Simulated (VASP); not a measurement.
Input of a VASP 6.6.1 run:

The input INCAR:

```
SYSTEM = MgF2
PREC = Accurate
ENCUT = 600
EDIFF = 1E-7
ISMEAR = 0
SIGMA = 0.02
LREAL = .False.
LASPH = .True.
NELM = 120
ALGO = Normal
ISIF = 3
LWAVE = .False.
LCHARG = .False.
GGA = PS
IBRION = 2
NSW = 100
EDIFFG = -0.005
GGA_COMPAT = .False.
NELMIN = 4
```

The input KPOINTS:

```
regular mesh
0
Gamma
  6 6 8
  0 0 0
```

POSCAR

```
MgF2
1.0
    4.6250000000      0.0000000000      0.0000000000
    0.0000000000      4.6250000000      0.0000000000
    0.0000000000      0.0000000000      3.0520000000
Mg F
2 4
Direct
    0.0000000000      0.0000000000      0.0000000000
    0.5000000000      0.5000000000      0.5000000000
    0.3030000000      0.3030000000      0.0000000000
    0.1970000000      0.8030000000      0.5000000000
    0.6970000000      0.6970000000      0.0000000000
    0.8030000000      0.1970000000      0.5000000000
```

Potentials or basis: VASP PAW PBE potentials, release 64 (Mg, F).

Command:

```bash
$ cat potpaw_PBE.64/Mg/POTCAR potpaw_PBE.64/F/POTCAR > POTCAR
$ mpirun -np 1 vasp_std > vasp.out
```

Q: Estimate the relaxed volume.

A: 10.88 Å³/atom.

Q: What does it give for the relaxed cell?

A: a = 4.624 Å, b = 4.624 Å, c = 3.053 Å, α = 90.00°, β = 90.00°, γ = 90.00°.

Q: Estimate the space group after relaxing (to 0.1 Å).

A: P4_2/mnm (No. 136).

Q: Estimate the band gap on the k mesh.

A: 6.93 eV.

Final structure:
```cif
data_structure
_symmetry_space_group_name_H-M 'P 1'
_symmetry_Int_Tables_number 1
_cell_length_a 4.6237
_cell_length_b 4.6237
_cell_length_c 3.0533
_cell_angle_alpha 90.000
_cell_angle_beta 90.000
_cell_angle_gamma 90.000
_cell_volume 65.27
loop_
_atom_site_label
_atom_site_type_symbol
_atom_site_fract_x
_atom_site_fract_y
_atom_site_fract_z
_atom_site_occupancy
Mg1 Mg 0.00000 0.00000 0.00000 1
Mg2 Mg 0.50000 0.50000 0.50000 1
F1 F 0.30323 0.30323 0.00000 1
F2 F 0.19677 0.80323 0.50000 1
F3 F 0.69677 0.69677 0.00000 1
F4 F 0.80323 0.19677 0.50000 1
```

Caveat: the PAW data sets were made with another functional, which shifts forces and pressure a little. A k mesh can miss the band edges.
